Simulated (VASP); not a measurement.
# Ca (Fm-3m) in VASP: further runs

Runs on Ca. Level: PBE. Tasks: relaxation of cell and atoms, single point.

Everything below comes from runs of VASP 6.6.1. Logs are shortened: lines on timing, memory, paths and dates and some standing lists are left out, and cuts for length are marked.

### 1 The cell of the first run

The structure is cubic, space group Fm-3m (No. 225). Conventional cell: a = 5.523 Å, b = 5.523 Å, c = 5.523 Å, α = 90.00°, β = 90.00°, γ = 90.00°. Within 5.1 Å of Ca (site symmetry m-3m) lie 12 Ca at 3.91 Å.

### 2 Relaxation of cell and atoms, PBE

INCAR

```
ALGO = Normal
EDIFF = 1E-6
EDIFFG = -0.01
ENCUT = 600
GGA = PE
IBRION = 2
ISIF = 3
ISMEAR = 0
LASPH = T
LCHARG = F
LREAL = F
LWAVE = F
NELM = 80
NSW = 80
PREC = Accurate
SIGMA = 0.1
```

KPOINTS

```
k-points
0
Gamma
  14 14 14
```

POSCAR

```
Ca
1.0
    0.0000000000      2.7614523960      2.7614523960
    2.7614523960      0.0000000000      2.7614523960
    2.7614523960      2.7614523960      0.0000000000
Ca
1
Direct
    0.0000000000      0.0000000000      0.0000000000
```

Potentials or basis: VASP PAW PBE potentials, release 64 (Ca_sv).

Started as:

```console
cat potpaw_PBE.64/Ca_sv/POTCAR > POTCAR
mpirun -np 1 vasp_std > vasp.out
```

OUTCAR:

```text
EDIFF = 1E-6
   EDIFFG = -0.01
   ENCUT = 600
   GGA = PE
   IBRION = 2
   ISIF = 3
   ISMEAR = 0
   LASPH = T
   LREAL = F
   NELM = 80
   NSW = 80
   PREC = Accurate

 ion  position               nearest neighbor table
   1  0.000  0.000  0.000-

  LATTYP: Found a face centered cubic cell.
 ALAT       =     5.5229047920

  Lattice vectors:

 A1 = (   0.0000000000,   2.7614523960,   2.7614523960)
 A2 = (   2.7614523960,   0.0000000000,   2.7614523960)
 A3 = (   2.7614523960,   2.7614523960,   0.0000000000)

Analysis of symmetry for initial positions (statically):
=====================================================================
 Subroutine PRICEL returns:
 Original cell was already a primitive cell.

 Routine SETGRP: Setting up the symmetry group for a
 face centered cubic supercell.

 Subroutine GETGRP returns: Found 48 space group operations
 (whereof 48 operations were pure point group operations)
 out of a pool of 48 trial point group operations.

The static configuration has the point symmetry O_h .

Analysis of symmetry for dynamics (positions and initial velocities):
=====================================================================
 Subroutine PRICEL returns:
 Original cell was already a primitive cell.

 Routine SETGRP: Setting up the symmetry group for a
 face centered cubic supercell.

 Subroutine GETGRP returns: Found 48 space group operations
 (whereof 48 operations were pure point group operations)
 out of a pool of 48 trial point group operations.

The dynamic configuration has the point symmetry O_h .

 Subroutine INISYM returns: Found 48 space group operations
 (whereof 48 operations are pure point group operations),
 and found     1 'primitive' translations

----------------------------------------------------------------------------------------

                                     Primitive cell

  volume of cell :      42.1156

  direct lattice vectors                    reciprocal lattice vectors
     0.000000000  2.761452396  2.761452396    -0.181064139  0.181064139  0.181064139
     2.761452396  0.000000000  2.761452396     0.181064139 -0.181064139  0.181064139
     2.761452396  2.761452396  0.000000000     0.181064139  0.181064139 -0.181064139

  length of vectors
     3.905283430  3.905283430  3.905283430     0.313612288  0.313612288  0.313612288

  position of ions in fractional coordinates (direct lattice)
     0.000000000  0.000000000  0.000000000

  ion indices of the primitive-cell ions
   primitive index   ion index
                 1           1

----------------------------------------------------------------------------------------

 KPOINTS: k-points

Automatic generation of k-mesh.
 Grid dimensions read from file:
 generate k-points for:   14   14   14

 Generating k-lattice:

  Cartesian coordinates                     Fractional coordinates (reciprocal lattice)
    -0.012933153  0.012933153  0.012933153     0.071428571  0.000000000  0.000000000
     0.012933153 -0.012933153  0.012933153     0.000000000  0.071428571  0.000000000
     0.012933153  0.012933153 -0.012933153     0.000000000  0.000000000  0.071428571

  Length of vectors
     0.022400878  0.022400878  0.022400878

  Shift w.r.t. Gamma in fractional coordinates (k-lattice)
     0.000000000  0.000000000  0.000000000

 Subroutine IBZKPT returns following result:
 ===========================================

 Found    104 irreducible k-points:

 Following reciprocal coordinates:
[... 45 lines left out ...]
   LREAL  =      F    real-space projection
   EDIFFG = -.1E-01   stopping-criterion for IOM
   NSW    =     80    number of steps for IOM
   IBRION =      2    ionic relax: 0-MD 1-quasi-New 2-CG
   NFREE  =      1    steps in history (QN), initial steepest desc. (CG)
   ISIF   =      3    stress and relaxation
   ISYM   =      2    0-nonsym 1-usesym 2-fastsym
   POTIM  = 0.5000    time-step for ionic-motion
   TEBEG  =    0.0;   TEEND  =   0.0 temperature during run
   PSTRESS=    0.0 pullay stress
   NELECT =      10.0000    total number of electrons
   NUPDOWN=      -1.0000    fix difference up-down
   EMIN   =  10.00;   EMAX   =-10.00  energy-range for DOS
   EFERMI =   0.00;   METHOD = LEGACY
   ISMEAR =     0;   SIGMA  =   0.10  broadening in eV -4-tet -1-fermi 0-gaus
   EFERMI_NEDOS =   21; number of points for ismear=-14 and -15
   IALGO  =     38    algorithm
   IMIX   =      4    mixing-type and parameters
     AMIX     =   0.40;   BMIX     =  1.00
     AMIX_MAG =   1.60;   BMIX_MAG =  1.00
  volume/ion in A,a.u.               =      42.12       284.21
  Fermi-wavevector in a.u.,A,eV,Ry     =   1.013742  1.915694 13.982327  1.027672
  Thomas-Fermi vector in A             =   2.146928
   LORBIT       =      0    0 simple, 1 ext, 2 COOP (PROOUT), +10 PAW based schemes
   GGA     = PE    functional components
   LHFCALC =     F    Hartree Fock is set to
   AEXX    =    0.0000 exact exchange contribution
   IVDW    =     0    specifies the selected vdW correction
   LEPSILON=     F    determine dielectric tensor
   LRPA    =     F    only Hartree local field effects (RPA)
 conjugate gradient relaxation of ions
 non-spin polarized calculation
 Gauss-broadening in eV      SIGMA  =   0.10
  energy-cutoff  :      600.00
  volume of cell :       42.12
 maximum number of plane-waves:      1420
   NGX = 15   NGY = 15   NGZ = 15

--------------------------------------- Ionic step        1  -------------------------------------------

 number of electron      10.0000001 magnetization

 Free energy of the ion-electron system (eV)
  ---------------------------------------------------
  ext. energy  EPLUGINS =         0.00000000
  ---------------------------------------------------
  free energy    TOTEN  =        -1.93321210 eV

  energy without entropy =       -1.92619708  energy(sigma->0) =       -1.92970459

------------------------ aborting loop because EDIFF is reached ----------------------------------------

  FORCE on cell =-STRESS in cart. coord.  units (eV):
  Direction    XX          YY          ZZ          XY          YZ          ZX
  --------------------------------------------------------------------------------------
  -------------------------------------------------------------------------------------
  Total        0.0118787      0.0118787      0.0118787      0.0000000      0.0000000     -0.0000000
  in kB        0.4518939      0.4518939      0.4518939      0.0000000      0.0000000     -0.0000000
  external PRESSURE =       0.4518939 kB  Pullay stress =       0.0000000 kB

 VOLUME and BASIS-vectors are now :
 -----------------------------------------------------------------------------
  energy-cutoff  :      600.00
  volume of cell :       42.12
      direct lattice vectors                 reciprocal lattice vectors
     0.000000000  2.761452396  2.761452396    -0.181064139  0.181064139  0.181064139
     2.761452396  0.000000000  2.761452396     0.181064139 -0.181064139  0.181064139
     2.761452396  2.761452396  0.000000000     0.181064139  0.181064139 -0.181064139

 POSITION                                       TOTAL-FORCE (eV/Angst)
 -----------------------------------------------------------------------------------
      0.00000      0.00000      0.00000         0.000000     -0.000000     -0.000000
 -----------------------------------------------------------------------------------
    total drift:                                0.000000      0.000000      0.000000

  FREE ENERGIE OF THE ION-ELECTRON SYSTEM (eV)
  ---------------------------------------------------
  free  energy   TOTEN  =        -1.9332120979 eV

  energy  without entropy=       -1.9261970761  energy(sigma->0) =       -1.92970459

--------------------------------------- Ionic step        2  -------------------------------------------

 number of electron      10.0000001 magnetization

 Free energy of the ion-electron system (eV)
  ---------------------------------------------------
  ext. energy  EPLUGINS =         0.00000000
  ---------------------------------------------------
  free energy    TOTEN  =        -1.93323168 eV

  energy without entropy =       -1.92621782  energy(sigma->0) =       -1.92972475

 E-fermi :   1.9540     XC(G=0):  -7.7367

 val. band max:        1.9400279025   @ k =  -0.4286   0.2143   0.0714
 cond. band min:       1.9836883558   @ k =  -0.3571   0.3571   0.0000
 fundamental gap:      0.0436604532
 Fermi energy:         1.9539950565

 k-point     1 :       0.0000    0.0000    0.0000
  band No.  band energies     occupation
      1     -40.0570      2.00000
      2     -20.9743      2.00000
      3     -20.9743      2.00000
      4     -20.9743      2.00000
      5      -2.0650      2.00000
      6       4.2978      0.00000
      7       4.2978      0.00000
      8       4.2978      0.00000
      9       5.3677      0.00000
[... 265 lines left out ...]
 k-point    24 :       0.2857    0.1429    0.0000
  band No.  band energies     occupation
      1     -40.0490      2.00000
      2     -21.0431      2.00000
      3     -20.9934      2.00000
      4     -20.9919      2.00000
      5      -0.8504      2.00000
      6       3.3362      0.00000
      7       4.2660      0.00000
      8       4.6104      0.00000
      9       5.0435      0.00000

 [... further k-points ...]

------------------------ aborting loop because EDIFF is reached ----------------------------------------

  FORCE on cell =-STRESS in cart. coord.  units (eV):
  Direction    XX          YY          ZZ          XY          YZ          ZX
  --------------------------------------------------------------------------------------
  -------------------------------------------------------------------------------------
  Total        0.0081292      0.0081292      0.0081292      0.0000000      0.0000000      0.0000000
  in kB        0.3087242      0.3087242      0.3087242      0.0000000      0.0000000      0.0000000
  external PRESSURE =       0.3087242 kB  Pullay stress =       0.0000000 kB

 VOLUME and BASIS-vectors are now :
 -----------------------------------------------------------------------------
  energy-cutoff  :      600.00
  volume of cell :       42.19
      direct lattice vectors                 reciprocal lattice vectors
     0.000000000  2.763034873  2.763034873    -0.180960438  0.180960438  0.180960438
     2.763034873  0.000000000  2.763034873     0.180960438 -0.180960438  0.180960438
     2.763034873  2.763034873 -0.000000000     0.180960438  0.180960438 -0.180960438

 POSITION                                       TOTAL-FORCE (eV/Angst)
 -----------------------------------------------------------------------------------
      2.76303      2.76303      5.52607        -0.000000     -0.000000      0.000000
 -----------------------------------------------------------------------------------
    total drift:                               -0.000000     -0.000000     -0.000000

  FREE ENERGIE OF THE ION-ELECTRON SYSTEM (eV)
  ---------------------------------------------------
  free  energy   TOTEN  =        -1.9332316767 eV

  energy  without entropy=       -1.9262178184  energy(sigma->0) =       -1.92972475

 reached required accuracy - stopping structural energy minimisation
```

Wall time 18 s (1 thread of Intel Xeon 6975P-C (Granite Rapids), shared host); peak memory 0.2 GiB.

Results:

* Free energy: -1.9332 eV
* Relaxed volume: 42.19 Å³/atom
* Relaxed cell: a = 3.908 Å, b = 3.908 Å, c = 3.908 Å, α = 60.00°, β = 60.00°, γ = 60.00°
* Space group after relaxing (to 0.05 Å): Fm-3m (No. 225)
* Energy gained by relaxing: 0.0 meV/atom
* Ionic steps: 2
* Pressure after relaxing: 0.0 GPa
* Band gap on the k mesh: zero (band 5 reaches 2.11 eV, above the bottom of band 6 at 1.80 eV)

Final structure:
```yaml
crystal:
  lattice:
    - [0.00000, 2.76303, 2.76303]
    - [2.76303, 0.00000, 2.76303]
    - [2.76303, 2.76303, 0.00000]
  atoms:
    - { symbol: Ca, position: [0.00000, 0.00000, 0.00000] }
```

(Continued in part 2 of 3.)
